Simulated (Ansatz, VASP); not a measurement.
# Mg2Ti3O3: VASP beside Ansatz

```
CELL_PARAMETERS angstrom
-2.74282 2.74282 4.11272
2.74282 -2.74282 4.11272
2.74282 2.74282 -4.11272
ATOMIC_POSITIONS crystal
Mg 0.70687 0.70687 0.00000
Mg 0.29313 0.29313 0.00000
Ti 0.75000 0.25000 0.50000
Ti 0.25000 0.75000 0.50000
Ti 0.00000 0.00000 0.00000
O 0.50000 0.50000 0.00000
O 0.50000 0.00000 0.50000
O 0.00000 0.50000 0.50000
```

Alike in both runs: functional PBE; k mesh 4 × 4 × 4; occupations gaussian, width 0.2 eV; collinear spin.

Ansatz relaxed the structure, and its values are those at the end. VASP's run is a single point on that final structure, the one shown.

|  | VASP | Ansatz |
| --- | --- | --- |
| version | VASP 6.6.1 | Ansatz 0.2.0 |
| potentials or method | VASP PAW PBE potentials, release 64 (Mg, Ti_sv, O), cutoff 520 eV | scalar-relativistic, plane waves, PAW |
| valence electrons in the cell | 58 | 74 |

```tsv
	VASP	Ansatz	Ansatz less VASP
gap on the k mesh at the Fermi level (eV)	none	none	-
pressure (GPa)	0.5	0.2	-0.29
rms of the force components (eV/Å)	0.044	0.009	-0.0345
net moment per atom (μB)	0.00	0.00	0.000
```

A gap of «none» marks a metal or a gap that the smearing closes. VASP's potentials hold 58 valence electrons a cell and Ansatz's 74, so a difference there can come from the potentials and not from the codes. Ansatz's warnings: seeded moment not kept.

The k mesh is coarse, so the values compare programs but aren't converged.
